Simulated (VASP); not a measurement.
# SiC30 (a cell with a defect) in VASP: relaxation of the atoms with PBE+D3(BJ)

Aim: the relaxation of the atoms of SiC30 (a cell with a defect) with PBE+D3(BJ).

Everything below comes from runs of VASP 6.6.1. Logs are shortened: lines on timing, memory, paths and dates and some standing lists are left out, and cuts for length are marked.

### Step 1. The cell of the first run

The cell holds a defect, 31 atoms: a = 7.135 Å, b = 7.433 Å, c = 7.433 Å, α = 70.11°, β = 61.32°, γ = 61.32°.

### Step 2. Relaxation of the atoms, PBE+D3(BJ) (atoms taken out)

Input file INCAR:

```
ALGO     = Normal         # electronic algorithm
EDIFF    = 1E-7           # SCF threshold, eV
EDIFFG   = -0.02          # ionic threshold
ENCUT    = 520            # plane-wave cutoff, eV
GGA      = PE             # functional
GGA_COMPAT= False        
IBRION   = 2              # ionic algorithm
ISIF     = 2              # what is computed and relaxed
ISMEAR   = 0              # smearing method
IVDW     = 12             # dispersion correction
KPAR     = 4            
LASPH    = True           # aspherical terms in the spheres
LCHARG   = False          # write CHGCAR
LREAL    = Auto         
LWAVE    = False          # write WAVECAR
NELM     = 120            # most SCF steps
NELMIN   = 4            
NSW      = 80             # ionic steps
PREC     = Accurate       # precision mode
SIGMA    = 0.1            # smearing width, eV
```

Input file KPOINTS:

```
k-points
0
Gamma
  4 4 4
```

Input file POSCAR:

```
SiC30
1.0
    0.0000000000      0.0000000000      7.1348525476
   -4.9294762873      4.2690516923      3.5674262738
   -4.9294762874     -4.2690516922      3.5674262738
Si C
1 30
Direct
    0.3750000000      0.7083333333      0.5416666667
    0.8750000000      0.5416666667      0.7083333333
    0.2500000000      0.9166666667      0.5833333333
    0.7500000000      0.9166666667      0.5833333333
    0.1250000000      0.2916666667      0.4583333333
    0.6250000000      0.2916666667      0.4583333333
    0.0000000000      0.6666666667      0.3333333333
    0.5000000000      0.6666666667      0.3333333333
    0.3750000000      0.0416666667      0.2083333333
    0.8750000000      0.0416666667      0.2083333333
    0.2500000000      0.4166666667      0.0833333333
    0.7500000000      0.4166666667      0.0833333333
    0.1250000000      0.7916666667      0.9583333333
    0.6250000000      0.7916666667      0.9583333333
    1.0000000000      0.1666666667      0.8333333333
    0.5000000000      0.1666666667      0.8333333333
    0.5000000000      0.3333333333      0.6666666667
    0.0000000000      0.3333333333      0.6666666667
    0.8750000000      0.7083333333      0.5416666667
    0.2500000000      0.0833333333      0.4166666667
    0.7500000000      0.0833333333      0.4166666667
    0.1250000000      0.4583333333      0.2916666667
    0.6250000000      0.4583333333      0.2916666667
    0.5000000000      0.8333333333      0.1666666667
    0.0000000000      0.8333333333      0.1666666667
    0.3750000000      0.2083333333      0.0416666667
    0.8750000000      0.2083333333      0.0416666667
    0.2500000000      0.5833333333      0.9166666667
    0.7500000000      0.5833333333      0.9166666667
    0.1250000000      0.9583333333      0.7916666667
    0.6250000000      0.9583333333      0.7916666667
```

Potentials or basis: VASP PAW PBE potentials, release 64 (Si, C).

The run is started by

```console
cat potpaw_PBE.64/Si/POTCAR potpaw_PBE.64/C/POTCAR > POTCAR
mpirun -np 4 vasp_std > vasp.out
```

OUTCAR:

```text
EDIFF = 1E-7
   EDIFFG = -0.02
   ENCUT = 520
   GGA = PE
   IBRION = 2
   ISIF = 2
   ISMEAR = 0
   IVDW = 12
   LASPH = True
   LREAL = Auto
   NELM = 120
   NELMIN = 4
   NSW = 80
   PREC = Accurate
 IVDW          = 12

 ion  position               nearest neighbor table
   1  0.375  0.708  0.542-   3 1.42   8 1.42  23 2.46  30 2.46  17 2.46  20 2.46  28 2.46  24 2.46

   2  0.875  0.542  0.708-  19 1.42  18 1.42  29 1.42
   3  0.250  0.917  0.583-  20 1.42   1 1.42  30 1.42
   4  0.750  0.917  0.583-  21 1.42  19 1.42  31 1.42
   5  0.125  0.292  0.458-  22 1.42  20 1.42  18 1.42
   6  0.625  0.292  0.458-  23 1.42  21 1.42  17 1.42
   7  0.000  0.667  0.333-  25 1.42  22 1.42  19 1.42
[... 10 lines left out ...]
  18  0.000  0.333  0.667-  15 1.42   2 1.42   5 1.42
  19  0.875  0.708  0.542-   2 1.42   4 1.42   7 1.42
  20  0.250  0.083  0.417-   3 1.42   5 1.42   9 1.42   1 2.46
  21  0.750  0.083  0.417-   4 1.42   6 1.42  10 1.42
  22  0.125  0.458  0.292-   5 1.42   7 1.42  11 1.42
  23  0.625  0.458  0.292-   6 1.42   8 1.42  12 1.42   1 2.46
  24  0.500  0.833  0.167-   8 1.42   9 1.42  14 1.42   1 2.46
  25  0.000  0.833  0.167-   7 1.42  10 1.42  13 1.42
  26  0.375  0.208  0.042-   9 1.42  11 1.42  16 1.42
  27  0.875  0.208  0.042-  10 1.42  12 1.42  15 1.42
  28  0.250  0.583  0.917-  11 1.42  13 1.42   1 2.46
  29  0.750  0.583  0.917-  12 1.42  14 1.42   2 1.42
  30  0.125  0.958  0.792-  13 1.42  15 1.42   3 1.42   1 2.46
  31  0.625  0.958  0.792-  14 1.42  16 1.42   4 1.42

  LATTYP: Found a body centered orthorhombic cell.
 ALAT       =     7.1348525476
 B/A-ratio  =     1.1966755203
 C/A-ratio  =     1.3818018675

  Lattice vectors:

 A1 = (   4.9294762873,  -4.2690516923,  -3.5674262738)
 A2 = (   4.9294762874,   4.2690516922,   3.5674262738)
 A3 = (  -4.9294762874,  -4.2690516922,   3.5674262738)

Analysis of symmetry for initial positions (statically):
=====================================================================
 Subroutine PRICEL returns:
 Original cell was already a primitive cell.

 Routine SETGRP: Setting up the symmetry group for a
 body centered orthorhombic supercell.

 Subroutine GETGRP returns: Found  4 space group operations
 (whereof  2 operations were pure point group operations)
 out of a pool of  8 trial point group operations.

The static configuration has the point symmetry C_1h.
 The point group associated with its full space group is C_2v.

Analysis of symmetry for dynamics (positions and initial velocities):
=====================================================================
 Subroutine PRICEL returns:
 Original cell was already a primitive cell.

 Routine SETGRP: Setting up the symmetry group for a
 body centered orthorhombic supercell.

 Subroutine GETGRP returns: Found  4 space group operations
 (whereof  2 operations were pure point group operations)
 out of a pool of  8 trial point group operations.

The dynamic configuration has the point symmetry C_1h.
 The point group associated with its full space group is C_2v.

 Subroutine INISYM returns: Found  4 space group operations
 (whereof  2 operations are pure point group operations),
 and found     1 'primitive' translations

----------------------------------------------------------------------------------------

                                     Primitive cell

  volume of cell :     300.2944

  direct lattice vectors                    reciprocal lattice vectors
     0.000000000  0.000000000  7.134852548     0.101430653 -0.000000000  0.140157066
    -4.929476287  4.269051692  3.567426274    -0.101430653  0.117122030  0.000000000
    -4.929476287 -4.269051692  3.567426274    -0.101430653 -0.117122030  0.000000000

  length of vectors
     7.134852548  7.433106285  7.433106285     0.173009192  0.154937882  0.154937882

  position of ions in fractional coordinates (direct lattice)
     0.375000000  0.708333333  0.541666667
     0.875000000  0.541666667  0.708333333
     0.250000000  0.916666667  0.583333333
     0.750000000  0.916666667  0.583333333
     0.125000000  0.291666667  0.458333333
     0.625000000  0.291666667  0.458333333
[... 23 lines left out ...]
     0.125000000  0.958333333  0.791666667
     0.625000000  0.958333333  0.791666667

  ion indices of the primitive-cell ions
   primitive index   ion index
                 1           1
                 2           2
                 3           3
                 4           4
                 5           5
                 6           6
[... 23 lines left out ...]
                30          30
                31          31

----------------------------------------------------------------------------------------

 KPOINTS: k-points

Automatic generation of k-mesh.
 Grid dimensions read from file:
 generate k-points for:    4    4    4

 Generating k-lattice:

  Cartesian coordinates                     Fractional coordinates (reciprocal lattice)
     0.025357663 -0.000000000  0.035039267     0.250000000  0.000000000  0.000000000
    -0.025357663  0.029280507  0.000000000     0.000000000  0.250000000  0.000000000
    -0.025357663 -0.029280507  0.000000000     0.000000000  0.000000000  0.250000000

  Length of vectors
     0.043252298  0.038734471  0.038734471

  Shift w.r.t. Gamma in fractional coordinates (k-lattice)
     0.000000000  0.000000000  0.000000000

 Subroutine IBZKPT returns following result:
 ===========================================

 Found     18 irreducible k-points:

 Following reciprocal coordinates:
            Coordinates               Weight
  0.000000  0.000000  0.000000      1.000000
  0.250000  0.000000  0.000000      4.000000
  0.500000  0.000000  0.000000      2.000000
  0.000000  0.250000  0.000000      4.000000
  0.250000  0.250000  0.000000      4.000000
  0.500000  0.250000  0.000000      8.000000
[... 10 lines left out ...]
  0.500000 -0.250000  0.250000      2.000000
  0.000000  0.500000  0.500000      1.000000
   k-points           NKPTS =     18   k-points in BZ     NKDIM =     18   number of bands    NBANDS=     78
   number of dos      NEDOS =    301   number of ions     NIONS =     31
   total plane-waves  NPLWV = 169344
   dimension x,y,z NGX =    54 NGY =   56 NGZ =   56
   dimension x,y,z NGXF=   108 NGYF=  112 NGZF=  112
   ions per type =               1  30
   NGX,Y,Z   is equivalent  to a cutoff of  12.58, 12.52, 12.52 a.u.
   NGXF,Y,Z  is equivalent  to a cutoff of  25.16, 25.05, 25.05 a.u.
 SYSTEM =  unknown system
   PREC   = accura    normal or accurate (medium, high low for compatibility)
   ISTART =      0    job   : 0-new  1-cont  2-samecut
   ICHARG =      2    charge: 1-file 2-atom 10-const
   ISPIN  =      1    spin polarized calculation?
   LNONCOLLINEAR =      F non collinear calculations
   LSORBIT =      F    spin-orbit coupling
   LASPH  =      T    aspherical Exc in radial PAW
   ENCUT  =  520.0 eV  38.22 Ry    6.18 a.u.  13.27 13.82 13.82*2*pi/ulx,y,z
   NELM   =    120;   NELMIN=  4; NELMDL= -5     # of ELM steps
   EDIFF  = 0.1E-06   stopping-criterion for ELM
   LREAL  =      T    real-space projection
   EDIFFG = -.2E-01   stopping-criterion for IOM
   NSW    =     80    number of steps for IOM
   IBRION =      2    ionic relax: 0-MD 1-quasi-New 2-CG
   NFREE  =      1    steps in history (QN), initial steepest desc. (CG)
   ISIF   =      2    stress and relaxation
   ISYM   =      2    0-nonsym 1-usesym 2-fastsym
   POTIM  = 0.5000    time-step for ionic-motion
   TEBEG  =    0.0;   TEEND  =   0.0 temperature during run
   PSTRESS=    0.0 pullay stress
   NELECT =     124.0000    total number of electrons
   NUPDOWN=      -1.0000    fix difference up-down
   EMIN   =  10.00;   EMAX   =-10.00  energy-range for DOS
   EFERMI =   0.00;   METHOD = LEGACY
   ISMEAR =     0;   SIGMA  =   0.10  broadening in eV -4-tet -1-fermi 0-gaus
   EFERMI_NEDOS =   21; number of points for ismear=-14 and -15
   IALGO  =     38    algorithm
   IMIX   =      4    mixing-type and parameters
     AMIX     =   0.40;   BMIX     =  1.00
     AMIX_MAG =   1.60;   BMIX_MAG =  1.00
  volume/ion in A,a.u.               =       9.69        65.37
  Fermi-wavevector in a.u.,A,eV,Ry     =   1.219082  2.303731 20.220454  1.486161
  Thomas-Fermi vector in A             =   2.354347
   LORBIT       =      0    0 simple, 1 ext, 2 COOP (PROOUT), +10 PAW based schemes
   GGA     = PE    functional components
   LHFCALC =     F    Hartree Fock is set to
   AEXX    =    0.0000 exact exchange contribution
   IVDW    =    12    specifies the selected vdW correction
   LEPSILON=     F    determine dielectric tensor
   LRPA    =     F    only Hartree local field effects (RPA)
 conjugate gradient relaxation of ions
 non-spin polarized calculation
 Gauss-broadening in eV      SIGMA  =   0.10
  energy-cutoff  :      520.00
  volume of cell :      300.29
 maximum number of plane-waves:      8118
 NGX is ok and might be reduce to    54
   NGX = 27   NGY = 27   NGZ = 27

--------------------------------------- Ionic step        1  -------------------------------------------

 number of electron     123.9999989 magnetization

 Free energy of the ion-electron system (eV)
  ---------------------------------------------------
  ext. energy  EPLUGINS =         0.00000000
  ---------------------------------------------------
  free energy    TOTEN  =      -268.57201550 eV

  energy without entropy =     -268.52878377  energy(sigma->0) =     -268.55039963

------------------------ aborting loop because EDIFF is reached ----------------------------------------

 Edisp (eV)   -4.59871

 E8    (eV) :    -1.3306
[... 192 lines left out ...]
  FREE ENERGIE OF THE ION-ELECTRON SYSTEM (eV)
  ---------------------------------------------------
  free  energy   TOTEN  =      -270.3107832231 eV

  energy  without entropy=     -270.2790972200  energy(sigma->0) =     -270.29494022

[... ionic steps 4 to 26 ...]

--------------------------------------- Ionic step       27  -------------------------------------------

 number of electron     124.0000001 magnetization

------------------------ aborting loop because EDIFF is reached ----------------------------------------
[... 133 lines left out ...]
--------------------------------------- Ionic step       29  -------------------------------------------

 number of electron     124.0000001 magnetization

 Free energy of the ion-electron system (eV)
  ---------------------------------------------------
  ext. energy  EPLUGINS =         0.00000000
  ---------------------------------------------------
  free energy    TOTEN  =      -276.85050962 eV

  energy without entropy =     -276.84015825  energy(sigma->0) =     -276.84533394

 E-fermi :   3.7369     XC(G=0):  -9.8718

 val. band max:        3.7083906798   @ k =   0.5000   0.5000   0.0000
 cond. band min:       3.7997045675   @ k =   0.5000   0.0000   0.0000
 fundamental gap:      0.0913138877
 Fermi energy:         3.7369296431

 k-point     1 :       0.0000    0.0000    0.0000
  band No.  band energies     occupation
      1     -15.2649      2.00000
      2     -14.0086      2.00000
      3     -13.7768      2.00000
      4     -13.6631      2.00000
      5     -13.4798      2.00000
      6     -12.7401      2.00000
[... 1375 lines left out ...]
     73       9.2643      0.00000
     74       9.4899      0.00000
 [bands above 74 left out]

------------------------ aborting loop because EDIFF is reached ----------------------------------------

 Edisp (eV)   -4.63214

 E8    (eV) :    -1.3406
[... 54 lines left out ...]
  FREE ENERGIE OF THE ION-ELECTRON SYSTEM (eV)
  ---------------------------------------------------
  free  energy   TOTEN  =      -281.4826526574 eV

  energy  without entropy=     -281.4723012954  energy(sigma->0) =     -281.47747698

 reached required accuracy - stopping structural energy minimisation
```

Run time: 48 min. Hardware: 4 MPI ranks of Intel Xeon Platinum 8488C (Sapphire Rapids), shared host; peak memory 0.6 GiB.

Results:

* Free energy: -281.4827 eV
* Energy gained by relaxing: 268.1 meV/atom
* Ionic steps: 29
* Pressure after relaxing: 3.3 GPa
* Largest force after relaxing: 0.014 eV/Å
* Band gap on the k mesh: zero (bands 62 and 63 overlap by 0.14 eV)
* Dispersion energy per atom: -0.149 eV

Forces in eV/Å, atoms in the order of the input:
```
Si   0.000  0.002  0.000
C    0.000 -0.010  0.000
C   -0.012 -0.006  0.000
C   -0.002 -0.002  0.000
C   -0.011 -0.004  0.000
C    0.002  0.006  0.000
C    0.002 -0.002  0.000
C    0.012 -0.006  0.000
C    0.000 -0.004  0.000
C    0.000  0.008  0.000
C   -0.010 -0.001  0.000
C    0.011  0.005  0.000
C   -0.002  0.006  0.000
C    0.011 -0.004  0.000
C   -0.011  0.005  0.000
C    0.010 -0.001  0.000
C   -0.003 -0.003  0.000
C    0.008  0.003  0.000
C    0.000  0.002  0.000
C    0.004  0.000  0.000
C   -0.001 -0.001  0.000
C    0.008 -0.001  0.000
C   -0.006 -0.002  0.000
C   -0.004  0.000  0.000
C    0.001 -0.001  0.000
C    0.000  0.006  0.000
C    0.000  0.007  0.000
C    0.003 -0.003  0.000
C   -0.008  0.003  0.000
C    0.006 -0.002  0.000
C   -0.008 -0.001  0.000
```

Stress tensor (GPa, compression positive):
```
18.38  0.00  0.00
 0.00 -7.75  0.00
 0.00  0.00 -0.84
```

The path:
```tsv
step	energy change (eV)	largest force (eV/Å)	pressure (GPa)
1	0.0000	23.0363	10.72
2	10.8106	14.4958	20.85
3	2.8599	12.5137	14.30
4	-0.2864	12.8478	11.21
5	-5.0809	7.5747	6.37
6	-4.9157	9.7794	6.46
7	-5.3844	5.5005	6.02
8	-5.3981	6.0325	6.00
9	-5.9761	8.2541	5.46
10	-6.8181	3.7902	4.74
11	-7.4377	4.8231	3.77
12	-7.7810	2.7775	3.63
13	-7.8575	2.4534	4.08
14	-8.1471	0.8678	3.59
15	-8.2650	0.7419	3.47
16	-8.2653	0.6933	3.47
17	-8.2955	0.5095	3.27
18	-8.3013	0.2671	3.33
19	-8.3053	0.3478	3.27
20	-8.3073	0.1826	3.28
21	-8.3101	0.1093	3.26
22	-8.3101	0.1090	3.26
23	-8.3112	0.0595	3.26
24	-8.3112	0.0589	3.26
25	-8.3117	0.0409	3.26
26	-8.3117	0.0399	3.26
27	-8.3119	0.0310	3.26
28	-8.3119	0.0235	3.26
29	-8.3119	0.0137	3.27
```

Final structure:
```
CELL_PARAMETERS angstrom
0.00000 0.00000 7.13485
-4.92948 4.26905 3.56743
-4.92948 -4.26905 3.56743
ATOMIC_POSITIONS crystal
Si 0.37500 0.62770 0.62230
C 0.87500 0.54513 0.70487
C 0.24249 0.92032 0.59470
C 0.75020 0.91780 0.58180
C 0.12555 0.29306 0.45583
C 0.63237 0.28529 0.44996
C 0.99980 0.66820 0.33220
C 0.50751 0.65530 0.32968
C 0.37500 0.04341 0.20659
C 0.87500 0.04436 0.20564
C 0.24938 0.42571 0.07553
C 0.75309 0.41800 0.07582
C 0.11763 0.80004 0.96471
C 0.62445 0.79417 0.95694
C 0.99691 0.17418 0.83200
C 0.50062 0.17447 0.82429
C 0.50752 0.33507 0.64989
C 0.99980 0.33758 0.66283
C 0.87500 0.71027 0.53973
C 0.24935 0.08094 0.42036
C 0.75310 0.08117 0.41263
C 0.12554 0.46124 0.28767
C 0.63238 0.45532 0.27993
C 0.50065 0.82964 0.16906
C 0.99690 0.83737 0.16883
C 0.37500 0.21195 0.03805
C 0.87500 0.21098 0.03902
C 0.24248 0.60011 0.91493
C 0.75020 0.58717 0.91242
C 0.11762 0.97007 0.79468
C 0.62446 0.96233 0.78876
```

Levels at points of the mesh, in eV from the Fermi level:
| k point | band 60 | band 61 | band 62 | band 63 | band 64 | band 65 |
| --- | --- | --- | --- | --- | --- | --- |
| (0.00, 0.00, 0.00) | -0.99 | -0.21 | -0.11 | -0.08 | 1.26 | 1.54 |
| (0.50, 0.00, 0.00) | -0.87 | -0.42 | 0.06 | 0.76 | 1.20 | 1.75 |
| (0.00, 0.50, 0.00) | -1.11 | -0.53 | -0.45 | 0.39 | 1.83 | 1.92 |
| (0.50, 0.50, 0.00) | -1.79 | -1.31 | -0.25 | -0.03 | 2.68 | 2.68 |
| (0.00, 0.50, 0.50) | -0.10 | -0.10 | -0.04 | 0.65 | 1.65 | 2.23 |

Caveat: the cell differs from its parent crystal (atoms taken out).

The gap in the log of VASP goes by the Fermi energy; the results here count the filled bands.